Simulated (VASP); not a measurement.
# Cu8O7 (a cell with a defect) in VASP: relaxation of the atoms with LDA

Aim: the relaxation of the atoms of Cu8O7 (a cell with a defect) with LDA.

All numbers are computed with VASP 6.6.1; they aren't measurements. Logs are shortened: lines on timing, memory, paths and dates and some standing lists are left out, and cuts for length are marked.

### Step 1. The cell of the first run

The cell holds a defect, 15 atoms: a = 5.801 Å, b = 5.801 Å, c = 5.129 Å, α = 97.69°, β = 97.69°, γ = 72.31°.

### Step 2. Relaxation of the atoms, LDA

INCAR

```
SYSTEM = Cu8O7
ALGO = Normal
EDIFF = 1E-6
EDIFFG = -0.03
ENCUT = 520
IBRION = 2
ISIF = 2
ISMEAR = -1
LASPH = .True.
LCHARG = .False.
LREAL = Auto
LWAVE = .False.
NELM = 60
NSW = 80
PREC = Accurate
SIGMA = 0.05
```

KPOINTS

```
k-points
0
Gamma
  3 3 3
  0 0 0
```

POSCAR

```
Cu8O7
1.0
    4.6837000000     -3.4226000000      0.0000000000
    4.6837000000      3.4226000000      0.0000000000
   -0.8500270000      0.0000000000      5.0578690000
Cu O
8 7
Direct
    0.0000000000      0.2500000000      0.0000000000
    0.2499999800     -0.0000000200      0.5000000400
    0.0000000000      0.7500000000      0.0000000000
    0.2499999800      0.4999999800      0.5000000400
    0.5000000000      0.2500000000      0.0000000000
    0.7499999800     -0.0000000200      0.5000000400
    0.5000000000      0.7500000000      0.0000000000
    0.7499999800      0.4999999800      0.5000000400
    0.2907999900      0.2091999900      0.2500000200
    0.2091999700      0.2907999700      0.7500000600
    0.2907999900      0.7091999900      0.2500000200
    0.2091999700      0.7907999700      0.7500000600
    0.7092000100      0.2908000100     -0.2500000200
    0.7907999900      0.7091999900      0.2500000200
    0.7091999700      0.7907999700      0.7500000600
```

Potentials or basis: VASP PAW LDA potentials, release 64 (Cu, O).

On the command line:

```console
$ cat potpaw_LDA.64/Cu/POTCAR potpaw_LDA.64/O/POTCAR > POTCAR
$ mpirun -np 1 vasp_std > vasp.out
```

OUTCAR:

```text
SYSTEM = Cu8O7
   EDIFF = 1E-6
   EDIFFG = -0.03
   ENCUT = 520
   IBRION = 2
   ISIF = 2
   ISMEAR = -1
   LASPH = .True.
   LREAL = Auto
   NELM = 60
   NSW = 80
   PREC = Accurate

 ion  position               nearest neighbor table
   1  0.000  0.250  0.000-   9 1.95  13 1.95  10 1.96
   2  0.250  1.000  0.500-  11 1.95  10 1.95  12 1.96   9 1.96
   3  0.000  0.750  0.000-  15 1.95  11 1.95  12 1.96  14 1.96
   4  0.250  0.500  0.500-   9 1.95  12 1.95  10 1.96  11 1.96
   5  0.500  0.250  0.000-  10 1.95   9 1.96  13 1.96
   6  0.750  1.000  0.500-  13 1.95  14 1.95  15 1.96
   7  0.500  0.750  0.000-  12 1.95  14 1.95  15 1.96  11 1.96
   8  0.750  0.500  0.500-  15 1.95  13 1.96  14 1.96
   9  0.291  0.209  0.250-   1 1.95   4 1.95   2 1.96   5 1.96
  10  0.209  0.291  0.750-   5 1.95   2 1.95   1 1.96   4 1.96
  11  0.291  0.709  0.250-   2 1.95   3 1.95   4 1.96   7 1.96
  12  0.209  0.791  0.750-   7 1.95   4 1.95   3 1.96   2 1.96
  13  0.709  0.291  0.750-   6 1.95   1 1.95   8 1.96   5 1.96
  14  0.791  0.709  0.250-   6 1.95   7 1.95   3 1.96   8 1.96
  15  0.709  0.791  0.750-   3 1.95   8 1.95   7 1.96   6 1.96

  LATTYP: Found a base centered monoclinic cell.
 ALAT       =     9.3674000000
 B/A-ratio  =     0.7307470589
 C/A-ratio  =     0.5475158037
 COS(beta)  =    -0.1657360545

  Lattice vectors:

 A1 = (   4.6837000000,  -3.4226000000,   0.0000000000)
 A2 = (   4.6837000000,   3.4226000000,   0.0000000000)
 A3 = (  -0.8500270000,   0.0000000000,   5.0578690000)

Analysis of symmetry for initial positions (statically):
=====================================================================
 Subroutine PRICEL returns:
 Original cell was already a primitive cell.

 Routine SETGRP: Setting up the symmetry group for a
 base centered monoclinic supercell.

 Subroutine GETGRP returns: Found  2 space group operations
 (whereof  1 operations were pure point group operations)
 out of a pool of  4 trial point group operations.

The static configuration has the point symmetry C_1 .
 The point group associated with its full space group is C_2 .

Analysis of symmetry for dynamics (positions and initial velocities):
=====================================================================
 Subroutine PRICEL returns:
 Original cell was already a primitive cell.

 Routine SETGRP: Setting up the symmetry group for a
 base centered monoclinic supercell.

 Subroutine GETGRP returns: Found  2 space group operations
 (whereof  1 operations were pure point group operations)
 out of a pool of  4 trial point group operations.

The dynamic configuration has the point symmetry C_1 .
 The point group associated with its full space group is C_2 .

 Subroutine INISYM returns: Found  2 space group operations
 (whereof  1 operations are pure point group operations),
 and found     1 'primitive' translations

----------------------------------------------------------------------------------------

                                     Primitive cell

  volume of cell :     162.1596

  direct lattice vectors                    reciprocal lattice vectors
     4.683700000 -3.422600000  0.000000000     0.106753208 -0.146087770  0.017940977
     4.683700000  3.422600000  0.000000000     0.106753208  0.146087770  0.017940977
    -0.850027000  0.000000000  5.057869000     0.000000000  0.000000000  0.197711724

  length of vectors
     5.800968579  5.800968579  5.128799540     0.181823438  0.181823438  0.197711724

  position of ions in fractional coordinates (direct lattice)
     1.000000000  0.250000000  0.000000000
     0.249999980  0.999999980  0.500000040
     1.000000000  0.750000000  0.000000000
     0.249999980  0.499999980  0.500000040
     0.500000000  0.250000000  0.000000000
     0.749999980  0.999999980  0.500000040
     0.500000000  0.750000000  0.000000000
     0.749999980  0.499999980  0.500000040
     0.290799990  0.209199990  0.250000020
     0.209199970  0.290799970  0.750000060
     0.290799990  0.709199990  0.250000020
     0.209199970  0.790799970  0.750000060
     0.709200010  0.290800010  0.749999980
     0.790799990  0.709199990  0.250000020
     0.709199970  0.790799970  0.750000060

  ion indices of the primitive-cell ions
[... 36 lines left out ...]
     0.000000000  0.000000000  0.000000000

 Subroutine IBZKPT returns following result:
 ===========================================

 Found     10 irreducible k-points:

 Following reciprocal coordinates:
            Coordinates               Weight
  0.000000  0.000000  0.000000      1.000000
  0.333333 -0.000000 -0.000000      4.000000
  0.333333  0.333333 -0.000000      2.000000
 -0.333333  0.333333  0.000000      2.000000
  0.000000  0.000000  0.333333      2.000000
  0.333333 -0.000000  0.333333      4.000000
 -0.333333  0.000000  0.333333      4.000000
  0.333333  0.333333  0.333333      2.000000
 -0.333333  0.333333  0.333333      4.000000
 -0.333333 -0.333333  0.333333      2.000000
   k-points           NKPTS =     10   k-points in BZ     NKDIM =     10   number of bands    NBANDS=     78
   number of dos      NEDOS =    301   number of ions     NIONS =     15
   total plane-waves  NPLWV =  92160
   dimension x,y,z NGX =    48 NGY =   48 NGZ =   40
   dimension x,y,z NGXF=    96 NGYF=   96 NGZF=   80
   ions per type =               8   7
   NGX,Y,Z   is equivalent  to a cutoff of  13.76, 13.76, 12.97 a.u.
   NGXF,Y,Z  is equivalent  to a cutoff of  27.51, 27.51, 25.93 a.u.
 SYSTEM =  Cu8O7
   PREC   = accura    normal or accurate (medium, high low for compatibility)
   ISTART =      0    job   : 0-new  1-cont  2-samecut
   ICHARG =      2    charge: 1-file 2-atom 10-const
   ISPIN  =      1    spin polarized calculation?
   LNONCOLLINEAR =      F non collinear calculations
   LSORBIT =      F    spin-orbit coupling
   LASPH  =      T    aspherical Exc in radial PAW
   ENCUT  =  520.0 eV  38.22 Ry    6.18 a.u.  10.79 10.79  9.54*2*pi/ulx,y,z
   NELM   =     60;   NELMIN=  2; NELMDL= -5     # of ELM steps
   EDIFF  = 0.1E-05   stopping-criterion for ELM
   LREAL  =      T    real-space projection
   EDIFFG = -.3E-01   stopping-criterion for IOM
   NSW    =     80    number of steps for IOM
   IBRION =      2    ionic relax: 0-MD 1-quasi-New 2-CG
   NFREE  =      1    steps in history (QN), initial steepest desc. (CG)
   ISIF   =      2    stress and relaxation
   ISYM   =      2    0-nonsym 1-usesym 2-fastsym
   POTIM  = 0.5000    time-step for ionic-motion
   TEBEG  =    0.0;   TEEND  =   0.0 temperature during run
   PSTRESS=    0.0 pullay stress
   NELECT =     130.0000    total number of electrons
   NUPDOWN=      -1.0000    fix difference up-down
   EMIN   =  10.00;   EMAX   =-10.00  energy-range for DOS
   EFERMI =   0.00;   METHOD = LEGACY
   ISMEAR =    -1;   SIGMA  =   0.05  broadening in eV -4-tet -1-fermi 0-gaus
   EFERMI_NEDOS =   21; number of points for ismear=-14 and -15
   IALGO  =     38    algorithm
   IMIX   =      4    mixing-type and parameters
     AMIX     =   0.40;   BMIX     =  1.00
     AMIX_MAG =   1.60;   BMIX_MAG =  1.00
  volume/ion in A,a.u.               =      10.81        72.95
  Fermi-wavevector in a.u.,A,eV,Ry     =   1.520810  2.873915 31.468421  2.312864
  Thomas-Fermi vector in A             =   2.629610
   LORBIT       =      0    0 simple, 1 ext, 2 COOP (PROOUT), +10 PAW based schemes
   GGA     = CA    functional components
   LHFCALC =     F    Hartree Fock is set to
   AEXX    =    0.0000 exact exchange contribution
   IVDW    =     0    specifies the selected vdW correction
   LEPSILON=     F    determine dielectric tensor
   LRPA    =     F    only Hartree local field effects (RPA)
 conjugate gradient relaxation of ions
 non-spin polarized calculation
  energy-cutoff  :      520.00
  volume of cell :      162.16
 maximum number of plane-waves:      4387
 NGX is ok and might be reduce to    48
   NGX = 21   NGY = 21   NGZ = 19

--------------------------------------- Ionic step        1  -------------------------------------------

 number of electron     130.0000005 magnetization

 Free energy of the ion-electron system (eV)
  ---------------------------------------------------
  ext. energy  EPLUGINS =         0.00000000
  ---------------------------------------------------
  free energy    TOTEN  =       -84.30238149 eV

  energy without entropy =      -84.22192456  energy(sigma->0) =      -84.26215303

------------------------ aborting loop because EDIFF is reached ----------------------------------------

  FORCE on cell =-STRESS in cart. coord.  units (eV):
  Direction    XX          YY          ZZ          XY          YZ          ZX
  --------------------------------------------------------------------------------------
  -------------------------------------------------------------------------------------
  Total      -11.8418293     -7.1672621    -13.0451405      0.0000000      0.0000000      0.3533648
  in kB     -117.0001964    -70.8143187   -128.8892078      0.0000000      0.0000000      3.4913311
  external PRESSURE =    -105.5679077 kB  Pullay stress =       0.0000000 kB
[... 128 lines left out ...]
  FREE ENERGIE OF THE ION-ELECTRON SYSTEM (eV)
  ---------------------------------------------------
  free  energy   TOTEN  =       -84.4754209319 eV

  energy  without entropy=      -84.3971026022  energy(sigma->0) =      -84.43626177

[... ionic steps 4 to 24 ...]

--------------------------------------- Ionic step       25  -------------------------------------------

 number of electron     130.0000011 magnetization

------------------------ aborting loop because EDIFF is reached ----------------------------------------
[... 93 lines left out ...]
--------------------------------------- Ionic step       27  -------------------------------------------

 number of electron     130.0000012 magnetization

 Free energy of the ion-electron system (eV)
  ---------------------------------------------------
  ext. energy  EPLUGINS =         0.00000000
  ---------------------------------------------------
  free energy    TOTEN  =       -84.66378746 eV

  energy without entropy =      -84.58902917  energy(sigma->0) =      -84.62640832

 E-fermi :   5.0064     XC(G=0): -12.1289

 val. band max:        4.9993012149   @ k =  -0.3333  -0.3333   0.3333
 cond. band min:       5.0133765047   @ k =  -0.3333   0.3333   0.3333
 fundamental gap:      0.0140752898
 Fermi energy:         5.0064184794

 k-point     1 :       0.0000    0.0000    0.0000
  band No.  band energies     occupation
      1     -14.6307      2.00000
      2     -13.9424      2.00000
      3     -13.7823      2.00000
      4     -13.4191      2.00000
      5     -13.1386      2.00000
      6     -12.9408      2.00000
[... 789 lines left out ...]
     76      10.8757      0.00000
     77      12.3107      0.00000
 [bands above 77 left out]

------------------------ aborting loop because EDIFF is reached ----------------------------------------

  FORCE on cell =-STRESS in cart. coord.  units (eV):
  Direction    XX          YY          ZZ          XY          YZ          ZX
  --------------------------------------------------------------------------------------
  -------------------------------------------------------------------------------------
  Total       -9.3757115     -3.7075971     -7.7599599      0.0000000      0.0000000      1.6744071
  in kB      -92.6343435    -36.6319746    -76.6703189      0.0000000      0.0000000     16.5435558
  external PRESSURE =     -68.6455457 kB  Pullay stress =       0.0000000 kB
[... 30 lines left out ...]
  FREE ENERGIE OF THE ION-ELECTRON SYSTEM (eV)
  ---------------------------------------------------
  free  energy   TOTEN  =       -84.6637874570 eV

  energy  without entropy=      -84.5890291749  energy(sigma->0) =      -84.62640832

 reached required accuracy - stopping structural energy minimisation
```

Run time: 1.8 h. Hardware: 1 thread of Oxide Virtual Turin-like, shared host; peak memory 0.24 GiB.

Results:

* Free energy: -84.6638 eV
* Energy gained by relaxing: 24.1 meV/atom
* Ionic steps: 27
* Pressure after relaxing: -6.9 GPa
* Largest force after relaxing: 0.024 eV/Å
* Band gap on the k mesh: zero (bands 65 and 66 overlap by 0.14 eV)

Forces on the atoms (eV/Å):
```
Cu   0.014  0.003 -0.012
Cu   0.010  0.003  0.001
Cu  -0.010  0.003 -0.001
Cu  -0.004  0.009  0.008
Cu   0.001 -0.009  0.022
Cu  -0.014  0.003  0.012
Cu   0.004  0.009 -0.008
Cu  -0.001 -0.009 -0.022
O    0.007  0.003  0.005
O    0.018  0.001  0.005
O    0.000 -0.003  0.000
O    0.000 -0.013  0.000
O    0.000 -0.007  0.000
O   -0.007  0.003 -0.005
O   -0.018  0.001 -0.005
```

The path:
```tsv
step	energy change (eV)	largest force (eV/Å)	pressure (GPa)
1	0.0000	0.9099	-10.56
2	-0.1413	0.5205	-10.53
3	-0.1730	0.5765	-10.15
4	-0.2481	0.2659	-9.78
5	-0.2609	0.2789	-9.34
6	-0.2848	0.2259	-8.83
7	-0.2892	0.2524	-8.42
8	-0.3086	0.1765	-7.96
9	-0.3166	0.2126	-7.44
10	-0.3285	0.1916	-7.30
11	-0.3370	0.2807	-7.09
12	-0.3444	0.2282	-6.94
13	-0.3471	0.1748	-6.86
14	-0.3499	0.1233	-6.93
15	-0.3533	0.0795	-6.86
16	-0.3500	0.2114	-6.81
17	-0.3537	0.1095	-6.84
18	-0.3559	0.0851	-6.85
19	-0.3561	0.0832	-6.81
20	-0.3580	0.0444	-6.82
21	-0.3587	0.0390	-6.82
22	-0.3587	0.0493	-6.80
23	-0.3596	0.0373	-6.83
24	-0.3597	0.0418	-6.81
25	-0.3604	0.0355	-6.83
26	-0.3607	0.0530	-6.85
27	-0.3614	0.0236	-6.86
```

Final structure:
```xyz
15
Lattice="4.6837 -3.4226 0.0000 4.6837 3.4226 0.0000 -0.8500 0.0000 5.0579" Properties=species:S:1:pos:R:3 pbc="T T T"
Cu    0.4080    0.8080    5.0045
Cu    0.7752   -0.7838    2.4710
Cu    8.1672   -0.7838    0.0580
Cu    3.1692    0.8697    2.4645
Cu    2.7149   -0.9165    4.9608
Cu    7.6844    0.8080    2.5823
Cu    5.7732    0.8697    0.0644
Cu    5.3775   -0.9165    2.6260
O     2.2789   -0.2101    1.1544
O     1.7995    0.2819    3.6114
O     4.4712    1.5962    1.2645
O     4.0462    1.9518    3.7934
O     4.0462   -1.6557    3.7934
O     6.6635   -0.2101    1.3745
O     6.2928    0.2819    3.9754
```

Levels at points of the mesh, in eV from the Fermi level:
```csv
k point,band 62,band 63,band 64,band 65,band 66,band 67,band 68,band 69
"(0.00, 0.00, 0.00)",-0.64,-0.49,-0.06,-0.02,0.35,0.74,0.86,0.98
```

Caveat: the k points lie up to 0.41 Å⁻¹ apart; semilocal functionals often make such compounds metallic where correlation or magnetic order opens a gap, which also shifts bond lengths. With open d or f shells a metallic result of LDA can be an artefact of self-interaction; +U or a hybrid may open a gap.
